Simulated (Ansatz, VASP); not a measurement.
## One calculation of Mo5Rh, two programs

```
CELL_PARAMETERS angstrom
3.16121 0.00000 0.00000
0.00000 3.16121 0.00000
0.00000 0.00000 9.38914
ATOMIC_POSITIONS crystal
Mo 0.00000 0.00000 0.33145
Mo 0.50000 0.50000 0.17331
Mo 0.50000 0.50000 0.50000
Mo 0.00000 0.00000 0.66855
Mo 0.50000 0.50000 0.82669
Rh 0.00000 0.00000 0.00000
```

Alike in both runs: functional PBE; k mesh 5 × 5 × 2; occupations gaussian, width 0.2 eV; no spin polarisation.

Ansatz relaxed the structure, and its values are those at the end. VASP's run is a single point on that final structure, the one shown.

```csv
,VASP,Ansatz
version,VASP 6.6.1,Ansatz 0.2.0
potentials or method,"VASP PAW PBE potentials, release 64 (Mo_sv, Rh_pv), cutoff 500 eV","scalar-relativistic, plane waves, PAW"
valence electrons in the cell,85,87
```

```tsv
	VASP	Ansatz	Ansatz less VASP
gap on the k mesh at the Fermi level (eV)	none	none	-
pressure (GPa)	0.7	0.2	-0.45
rms of the force components (eV/Å)	0.034	0.030	-0.0034
```

A gap of «none» marks a metal or a gap that the smearing closes. VASP's potentials hold 85 valence electrons a cell and Ansatz's 87, so a difference there can come from the potentials and not from the codes.

The k mesh is coarse, so the values compare programs but aren't converged.
